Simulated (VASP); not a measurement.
# Os (P6_3/mmc) in VASP: further runs, part 2 of 2

VASP 6.6.1. The steps go on from the part before.

**4. Electric field gradients, PBE, non-collinear spin, zero start, spin-orbit coupling**

INCAR

```
SYSTEM = Os
PREC = Accurate
ENCUT = 520
EDIFF = 1E-8
ISMEAR = -1
SIGMA = 0.05
LREAL = .FALSE.
LASPH = .TRUE.
NELM = 150
ALGO = Normal
ISIF = 2
LWAVE = .FALSE.
LCHARG = .FALSE.
LNONCOLLINEAR = .TRUE.
MAGMOM = 0 0 0 0 0 0
LORBIT = 11
LSORBIT = .TRUE.
GGA_COMPAT = .FALSE.
LORBMOM = .TRUE.
LMAXMIX = 4
GGA = PE
LEFG = .TRUE.
NBANDS = 28
```

KPOINTS

```
regular mesh
0
G
  14 14 8
  0 0 0
```

POSCAR

```
Os
1.0
    2.7341000000      0.0000000000      0.0000000000
   -1.3670500000      2.3678000565      0.0000000000
    0.0000000000      0.0000000000      4.3197000000
Os
2
Direct
    0.3333333333      0.6666666667      0.2500000000
    0.6666666667      0.3333333333      0.7500000000
```

Potentials or basis: VASP PAW PBE potentials, release 64 (Os).

On the command line:

```sh
$ cat potpaw_PBE.64/Os/POTCAR > POTCAR
$ mpirun -np 1 vasp_ncl > vasp.out
```

OUTCAR:

```text
SYSTEM = Os
   PREC = Accurate
   ENCUT = 520
   EDIFF = 1E-8
   ISMEAR = -1
   LREAL = .FALSE.
   LASPH = .TRUE.
   NELM = 150
   ISIF = 2
   LNONCOLLINEAR = .TRUE.
   LORBIT = 11
   LSORBIT = .TRUE.
   GGA = PE

 ion  position               nearest neighbor table
   1  0.333  0.667  0.250-   2 2.68   2 2.68   2 2.68   2 2.68   2 2.68   2 2.68
   2  0.667  0.333  0.750-   1 2.68   1 2.68   1 2.68   1 2.68   1 2.68   1 2.68

  LATTYP: Found a hexagonal cell.
 ALAT       =     2.7341000000
 C/A-ratio  =     1.5799348963

  Lattice vectors:

 A1 = (   2.7341000000,   0.0000000000,   0.0000000000)
 A2 = (  -1.3670500000,   2.3678000565,   0.0000000000)
 A3 = (   0.0000000000,   0.0000000000,   4.3197000000)

Analysis of symmetry for initial positions (statically):
=====================================================================
 Subroutine PRICEL returns:
 Original cell was already a primitive cell.

 Routine SETGRP: Setting up the symmetry group for a
 hexagonal supercell.

 Subroutine GETGRP returns: Found 24 space group operations
 (whereof 12 operations were pure point group operations)
 out of a pool of 24 trial point group operations.

The static configuration has the point symmetry D_3d.
 The point group associated with its full space group is D_6h.

Analysis of symmetry for dynamics (positions and initial velocities):
=====================================================================
 Subroutine PRICEL returns:
 Original cell was already a primitive cell.

 Routine SETGRP: Setting up the symmetry group for a
 hexagonal supercell.

 Subroutine GETGRP returns: Found 24 space group operations
 (whereof 12 operations were pure point group operations)
 out of a pool of 24 trial point group operations.

The dynamic configuration has the point symmetry D_3d.
 The point group associated with its full space group is D_6h.

Analysis of structural, dynamic, and magnetic symmetry:
=====================================================================
 Subroutine PRICEL returns:
 Original cell was already a primitive cell.

[... 987 lines left out ...]
  1        -0.000   0.000   0.000
  2        -0.000   0.000   0.000
 ----------------------------------------
           -0.000   0.000   0.000

 orbital moment (z)

 # of ion     p       d       tot
 ----------------------------------------
  1         0.000   0.000   0.000
  2         0.000   0.000   0.000
 ----------------------------------------
            0.000   0.000   0.000

 Spin-Orbit-Coupling matrix elements

 Ion:    1  E_soc:     -0.6661878
 l=   1
     0.0000000    -0.0449107    -0.0437483
    -0.0449107     0.0000000    -0.0449107
    -0.0437483    -0.0449107     0.0000000
 l=   2
     0.0000000    -0.0136451     0.0000000    -0.0136451    -0.0545943
    -0.0136451     0.0000000    -0.0382529    -0.0138435    -0.0136451
     0.0000000    -0.0382529     0.0000000    -0.0382529     0.0000000
    -0.0136451    -0.0138435    -0.0382529     0.0000000    -0.0136451
    -0.0545943    -0.0136451     0.0000000    -0.0136451     0.0000000
 l=   3
     0.0000000     0.0000000     0.0000000     0.0000000     0.0000000     0.0000000     0.0000000
     0.0000000     0.0000000     0.0000000     0.0000000     0.0000000     0.0000000     0.0000000
     0.0000000     0.0000000     0.0000000     0.0000000     0.0000000     0.0000000     0.0000000
     0.0000000     0.0000000     0.0000000     0.0000000     0.0000000     0.0000000     0.0000000
     0.0000000     0.0000000     0.0000000     0.0000000     0.0000000     0.0000000     0.0000000
     0.0000000     0.0000000     0.0000000     0.0000000     0.0000000     0.0000000     0.0000000
     0.0000000     0.0000000     0.0000000     0.0000000     0.0000000     0.0000000     0.0000000

 Ion:    2  E_soc:     -0.6661878
 l=   1
     0.0000000    -0.0449107    -0.0437483
    -0.0449107     0.0000000    -0.0449107
    -0.0437483    -0.0449107     0.0000000
 l=   2
     0.0000000    -0.0136451     0.0000000    -0.0136451    -0.0545943
    -0.0136451     0.0000000    -0.0382529    -0.0138435    -0.0136451
     0.0000000    -0.0382529     0.0000000    -0.0382529     0.0000000
    -0.0136451    -0.0138435    -0.0382529     0.0000000    -0.0136451
    -0.0545943    -0.0136451     0.0000000    -0.0136451     0.0000000
 l=   3
     0.0000000     0.0000000     0.0000000     0.0000000     0.0000000     0.0000000     0.0000000
     0.0000000     0.0000000     0.0000000     0.0000000     0.0000000     0.0000000     0.0000000
     0.0000000     0.0000000     0.0000000     0.0000000     0.0000000     0.0000000     0.0000000
     0.0000000     0.0000000     0.0000000     0.0000000     0.0000000     0.0000000     0.0000000
     0.0000000     0.0000000     0.0000000     0.0000000     0.0000000     0.0000000     0.0000000
     0.0000000     0.0000000     0.0000000     0.0000000     0.0000000     0.0000000     0.0000000
     0.0000000     0.0000000     0.0000000     0.0000000     0.0000000     0.0000000     0.0000000

 total charge

# of ion       s       p       d       tot
------------------------------------------
    1        0.665   0.805   6.014   7.484
    2        0.665   0.805   6.014   7.484
--------------------------------------------------
tot          1.329   1.611  12.028  14.968

 magnetization (x)

# of ion       s       p       d       tot
------------------------------------------
    1        0.000   0.000   0.000   0.000
    2        0.000   0.000   0.000   0.000
--------------------------------------------------
tot          0.000   0.000   0.000   0.000

 magnetization (y)

# of ion       s       p       d       tot
------------------------------------------
    1        0.000   0.000   0.000   0.000
    2        0.000   0.000   0.000   0.000
--------------------------------------------------
tot          0.000   0.000   0.000   0.000

 magnetization (z)

# of ion       s       p       d       tot
------------------------------------------
    1        0.000   0.000   0.000   0.000
    2        0.000   0.000   0.000   0.000
--------------------------------------------------
tot          0.000   0.000   0.000   0.000
```

OSZICAR:

```text
N       E                     dE             d eps       ncg     rms          rms(c)
DAV:   1     0.122917362363E+03    0.12292E+03   -0.72767E+03  6720   0.111E+03
DAV:   2    -0.174130850206E+02   -0.14033E+03   -0.12644E+03  6816   0.387E+02
DAV:   3    -0.244124244110E+02   -0.69993E+01   -0.66364E+01  8116   0.737E+01
DAV:   4    -0.245300323454E+02   -0.11761E+00   -0.11633E+00  7704   0.992E+00
DAV:   5    -0.245309798795E+02   -0.94753E-03   -0.94731E-03  7416   0.777E-01    0.251E+01
DAV:   6    -0.234777378114E+02    0.10532E+01   -0.91759E-01  7736   0.836E+00    0.123E+01
DAV:   7    -0.231579271929E+02    0.31981E+00   -0.56880E-01  7916   0.644E+00    0.461E+00
DAV:   8    -0.231492539499E+02    0.86732E-02   -0.14026E-02  7112   0.116E+00    0.448E-01
DAV:   9    -0.231451867036E+02    0.40672E-02   -0.44228E-03  7064   0.712E-01    0.214E-01
DAV:  10    -0.231452261588E+02   -0.39455E-04   -0.31554E-05  7876   0.606E-02    0.306E-02
DAV:  11    -0.231452142360E+02    0.11923E-04   -0.91696E-07  7232   0.114E-02    0.201E-02
DAV:  12    -0.231452038870E+02    0.10349E-04   -0.14494E-06  7100   0.152E-02    0.653E-03
DAV:  13    -0.231452019434E+02    0.19436E-05   -0.12820E-07  7272   0.409E-03    0.539E-04
DAV:  14    -0.231452018424E+02    0.10102E-06   -0.46361E-09  4228   0.101E-03    0.453E-04
DAV:  15    -0.231452018208E+02    0.21573E-07   -0.57314E-10  3580   0.240E-04    0.128E-04
DAV:  16    -0.231452018134E+02    0.74082E-08   -0.15750E-10  3492   0.133E-04
   1 F= -.23145202E+02 E0= -.23139273E+02  d E =-.118573E-01  mag=     0.0000     0.0000    -0.0000
```

It took 4.7 min on 1 thread of Oxide Virtual Turin-like, shared host; peak memory 0.25 GiB.

What came out:

```yaml
Free_energy: -23.1452 eV
Pressure: 9.1 GPa
Net_moment: 0.00 μB per cell
Valence_electrons_inside_the_program's_atomic_spheres: Os 7.48
```

Moments on the atoms (μB; x, y, z):
```
Os  0.00 0.00 0.00
Os  0.00 0.00 0.00
```

Electric field gradients, principal values (V/Å²):
| atom | least | middle | greatest (by size) |
| --- | --- | --- | --- |
| 1 Os | 37.981 | 37.981 | -75.962 |
| 2 Os | 37.981 | 37.981 | -75.962 |

Caveat: without QUAD_EFG the Cq values of the log hold for a quadrupole moment of 1 mb, not for the nuclei.

**5. Summary**

| level | spin | gap on the mesh (eV) | pressure (GPa) |
| --- | --- | --- | --- |
| PBE | off | none | 8.8 |
| r2SCAN | off | none | 2.0 |
| PBE | non-collinear, zero start, SOC | - | 9.1 |

Alike in all rows: task electric field gradients; potentials or basis VASP PAW PBE potentials, release 64 (Os); cell as given; k mesh 14 × 14 × 8; cutoff (eV) 520; smearing fermi-dirac 0.05 eV.

The pressure there spans 2.0 GPa (r2SCAN) to 9.1 GPa (PBE); a positive pressure means that this level wants a larger cell, a negative one a smaller.

Caveats: spin-orbit coupling is left out, which moves the levels of the heavy elements (some runs); the PAW data sets were made with another functional, which shifts forces and pressure a little (some runs).

Absolute energies hang on the potentials; compare differences alone.
